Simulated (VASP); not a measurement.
# ZrC (Imm2) in VASP: single point with LDA

Aim: the single point of ZrC with LDA.

Everything below comes from runs of VASP 6.6.1. Logs are shortened: lines on timing, memory, paths and dates and some standing lists are left out, and cuts for length are marked.

### 1 The cell of the first run

Symmetry: Imm2, No. 44, orthorhombic system. The conventional cell has a = 3.282 Å, b = 4.641 Å, c = 3.282 Å, α = 90.00°, β = 90.00°, γ = 90.00°. Within 2.9 Å of Zr (site symmetry mm2) lie 6 C at 2.19 to 2.45 Å. Within 2.9 Å of C (site symmetry mm2) lie 6 Zr at 2.19 to 2.45 Å.

### 2 Single point, LDA (mode 4 frozen in at -0.115 Å and mode 5 at -0.115 Å (largest displacements))

The input, INCAR:

```
SYSTEM = ZrC
ALGO = Normal
EDIFF = 1E-6
ENCUT = 520
ISIF = 2
ISMEAR = 0
LASPH = .True.
LCHARG = .False.
LREAL = .False.
LWAVE = .False.
NBANDS = 15
NELM = 80
PREC = Accurate
SIGMA = 0.15
```

The input, KPOINTS:

```
k-points
0
Gamma
  16 16 16
  0 0 0
```

The input, POSCAR:

```
ZrC
1.0
    0.0000000000      2.3207286109      2.3207286109
    2.3207286109      0.0000000000      2.3207286109
    2.3207286109      2.3207286109      0.0000000000
Zr C
1 1
Direct
    0.5000000000      0.5000000000      0.5065074955
    0.0000000000      0.0000000000     -0.0494241332
```

Potentials or basis: VASP PAW LDA potentials, release 64 (Zr_sv, C).

On the command line:

```console
cat potpaw_LDA.64/Zr_sv/POTCAR potpaw_LDA.64/C/POTCAR > POTCAR
mpirun -np 1 vasp_std > vasp.out
```

OUTCAR:

```text
SYSTEM = ZrC
   EDIFF = 1E-6
   ENCUT = 520
   ISIF = 2
   ISMEAR = 0
   LASPH = .True.
   LREAL = .False.
   NELM = 80
   PREC = Accurate

 ion  position               nearest neighbor table
   1  0.500  0.500  0.507-   2 2.19   2 2.19   2 2.33   2 2.33   2 2.45   2 2.45
   2  0.000  0.000  0.951-   1 2.19   1 2.19   1 2.33   1 2.33   1 2.45   1 2.45

  LATTYP: Found a face centered cubic cell.
 ALAT       =     4.6414572218

  Lattice vectors:

 A1 = (   0.0000000000,   2.3207286109,   2.3207286109)
 A2 = (   2.3207286109,   0.0000000000,   2.3207286109)
 A3 = (   2.3207286109,   2.3207286109,   0.0000000000)

Analysis of symmetry for initial positions (statically):
=====================================================================
 Subroutine PRICEL returns:
 Original cell was already a primitive cell.

 Routine SETGRP: Setting up the symmetry group for a
 face centered cubic supercell.

 Subroutine GETGRP returns: Found  4 space group operations
 (whereof  4 operations were pure point group operations)
 out of a pool of 48 trial point group operations.

The static configuration has the point symmetry C_2v.

Analysis of symmetry for dynamics (positions and initial velocities):
=====================================================================
 Subroutine PRICEL returns:
 Original cell was already a primitive cell.

 Routine SETGRP: Setting up the symmetry group for a
 face centered cubic supercell.

 Subroutine GETGRP returns: Found  4 space group operations
 (whereof  4 operations were pure point group operations)
 out of a pool of 48 trial point group operations.

The dynamic configuration has the point symmetry C_2v.

 Subroutine INISYM returns: Found  4 space group operations
 (whereof  4 operations are pure point group operations),
 and found     1 'primitive' translations

----------------------------------------------------------------------------------------

                                     Primitive cell

  volume of cell :      24.9979

  direct lattice vectors                    reciprocal lattice vectors
     0.000000000  2.320728611  2.320728611    -0.215449578  0.215449578  0.215449578
     2.320728611  0.000000000  2.320728611     0.215449578 -0.215449578  0.215449578
     2.320728611  2.320728611  0.000000000     0.215449578  0.215449578 -0.215449578

  length of vectors
     3.282005876  3.282005876  3.282005876     0.373169616  0.373169616  0.373169616

  position of ions in fractional coordinates (direct lattice)
     0.500000000  0.500000000  0.506507496
     0.000000000  0.000000000  0.950575867

[... 88 lines left out ...]
   NUPDOWN=      -1.0000    fix difference up-down
   EMIN   =  10.00;   EMAX   =-10.00  energy-range for DOS
   EFERMI =   0.00;   METHOD = LEGACY
   ISMEAR =     0;   SIGMA  =   0.15  broadening in eV -4-tet -1-fermi 0-gaus
   EFERMI_NEDOS =   21; number of points for ismear=-14 and -15
   IALGO  =     38    algorithm
   IMIX   =      4    mixing-type and parameters
     AMIX     =   0.40;   BMIX     =  1.00
     AMIX_MAG =   1.60;   BMIX_MAG =  1.00
  volume/ion in A,a.u.               =      12.50        84.35
  Fermi-wavevector in a.u.,A,eV,Ry     =   1.410849  2.666118 27.082319  1.990494
  Thomas-Fermi vector in A             =   2.532761
   LORBIT       =      0    0 simple, 1 ext, 2 COOP (PROOUT), +10 PAW based schemes
   GGA     = CA    functional components
   LHFCALC =     F    Hartree Fock is set to
   AEXX    =    0.0000 exact exchange contribution
   IVDW    =     0    specifies the selected vdW correction
   LEPSILON=     F    determine dielectric tensor
   LRPA    =     F    only Hartree local field effects (RPA)
 non-spin polarized calculation
 Gauss-broadening in eV      SIGMA  =   0.15
  energy-cutoff  :      520.00
  volume of cell :       25.00
 maximum number of plane-waves:       692
   NGX = 13   NGY = 13   NGZ = 13

 number of electron      16.0000000 magnetization

 Free energy of the ion-electron system (eV)
  ---------------------------------------------------
  ext. energy  EPLUGINS =         0.00000000
  ---------------------------------------------------
  free energy    TOTEN  =       -21.15153688 eV

  energy without entropy =      -21.14954059  energy(sigma->0) =      -21.15053873

 E-fermi :  10.0028     XC(G=0): -12.5306

 val. band max:        9.9852795481   @ k =   0.0000   0.2500   0.2500
 cond. band min:      10.0261097548   @ k =  -0.0625   0.0625   0.0000
 fundamental gap:      0.0408302067
 Fermi energy:        10.0027596912

 k-point     1 :       0.0000    0.0000    0.0000
  band No.  band energies     occupation
      1     -37.7729      2.00000
      2     -15.6158      2.00000
      3     -15.6114      2.00000
      4     -15.6096      2.00000
      5      -1.3508      2.00000
      6       9.7466      1.98429
      7       9.8363      1.88339
      8      10.2558      0.01706
      9      10.9155      0.00000
     10      11.8408      0.00000
     11      12.0568      0.00000
     12      13.1945      0.00000
     13      13.5646      0.00000
     14      17.6075      0.00000
[... 401 lines left out ...]
      2     -15.8912      2.00000
      3     -15.6581      2.00000
      4     -15.6406      2.00000
      5      -0.6402      2.00000
      6       7.7746      2.00000
      7       8.6734      2.00000
      8       9.5123      2.00000
      9      11.0168      0.00000
     10      12.1602      0.00000
     11      12.4466      0.00000
     12      15.2846      0.00000
     13      16.1080      0.00000
     14      18.9009      0.00000
     15      22.1680      0.00000

 [... further k-points ...]

------------------------ aborting loop because EDIFF is reached ----------------------------------------

  FORCE on cell =-STRESS in cart. coord.  units (eV):
  Direction    XX          YY          ZZ          XY          YZ          ZX
  --------------------------------------------------------------------------------------
  -------------------------------------------------------------------------------------
  Total        0.8461225      0.8461225     -0.0378563     -0.2793026      0.0000000      0.0000000
  in kB       54.2301413     54.2301413     -2.4263047    -17.9012123      0.0000000      0.0000000
  external PRESSURE =      35.3446593 kB  Pullay stress =       0.0000000 kB

 VOLUME and BASIS-vectors are now :
 -----------------------------------------------------------------------------
  energy-cutoff  :      520.00
  volume of cell :       25.00
      direct lattice vectors                 reciprocal lattice vectors
     0.000000000  2.320728611  2.320728611    -0.215449578  0.215449578  0.215449578
     2.320728611  0.000000000  2.320728611     0.215449578 -0.215449578  0.215449578
     2.320728611  2.320728611  0.000000000     0.215449578  0.215449578 -0.215449578

 POSITION                                       TOTAL-FORCE (eV/Angst)
 -----------------------------------------------------------------------------------
      2.33583      2.33583      2.32073        -0.979323     -0.979323      0.000000
      2.20603      2.20603      0.00000         0.979323      0.979323      0.000000
 -----------------------------------------------------------------------------------
    total drift:                               -0.000126     -0.000126     -0.000000

  FREE ENERGIE OF THE ION-ELECTRON SYSTEM (eV)
  ---------------------------------------------------
  free  energy   TOTEN  =       -21.1515368766 eV

  energy  without entropy=      -21.1495405929  energy(sigma->0) =      -21.15053873
```

OSZICAR:

```text
N       E                     dE             d eps       ncg     rms          rms(c)
DAV:   1     0.979381679380E+02    0.97938E+02   -0.82694E+03 18638   0.105E+03
DAV:   2    -0.186053259278E+02   -0.11654E+03   -0.10890E+03 23551   0.289E+02
DAV:   3    -0.245304779855E+02   -0.59252E+01   -0.58854E+01 31717   0.551E+01
DAV:   4    -0.246603914476E+02   -0.12991E+00   -0.12986E+00 22218   0.601E+00
DAV:   5    -0.246619077859E+02   -0.15163E-02   -0.15163E-02 25204   0.558E-01    0.229E+01
DAV:   6    -0.212849332377E+02    0.33770E+01   -0.64338E+00 22445   0.230E+01    0.799E+00
DAV:   7    -0.211765849549E+02    0.10835E+00   -0.57785E-01 21007   0.614E+00    0.698E+00
DAV:   8    -0.211803636127E+02   -0.37787E-02   -0.27890E-01 24857   0.373E+00    0.484E+00
DAV:   9    -0.211516873483E+02    0.28676E-01   -0.53464E-02 21892   0.155E+00    0.429E-01
DAV:  10    -0.211515431184E+02    0.14423E-03   -0.24313E-03 24008   0.469E-01    0.449E-02
DAV:  11    -0.211515383799E+02    0.47385E-05   -0.84020E-05 22893   0.925E-02    0.125E-02
DAV:  12    -0.211515372551E+02    0.11248E-05   -0.27682E-06 22057   0.170E-02    0.104E-02
DAV:  13    -0.211515368766E+02    0.37849E-06   -0.74284E-07 15865   0.780E-03
   1 F= -.21151537E+02 E0= -.21150539E+02  d E =-.199628E-02
```

It took 88 s on 1 thread of Intel Xeon Platinum 8375C at 2.90GHz (Ice Lake), shared host; peak memory 0.32 GiB.

Results:

| Quantity | Value |
| --- | --- |
| Free energy | -21.1515 eV |
| Pressure | 3.5 GPa |
| Largest force | 1.385 eV/Å |
| Band gap on the k mesh | zero (band 8 reaches 10.26 eV, above the bottom of band 9 at 9.98 eV) |

Forces in eV/Å, atoms in the order of the input:
```
Zr  -0.979 -0.979  0.000
C    0.979  0.979  0.000
```

Caveat: the cell differs from its parent crystal (mode 4 frozen in at -0.115 Å and mode 5 at -0.115 Å (largest displacements)); forces of over 1 eV/Å act on the atoms, so gaps and moduli don't describe the material at rest.
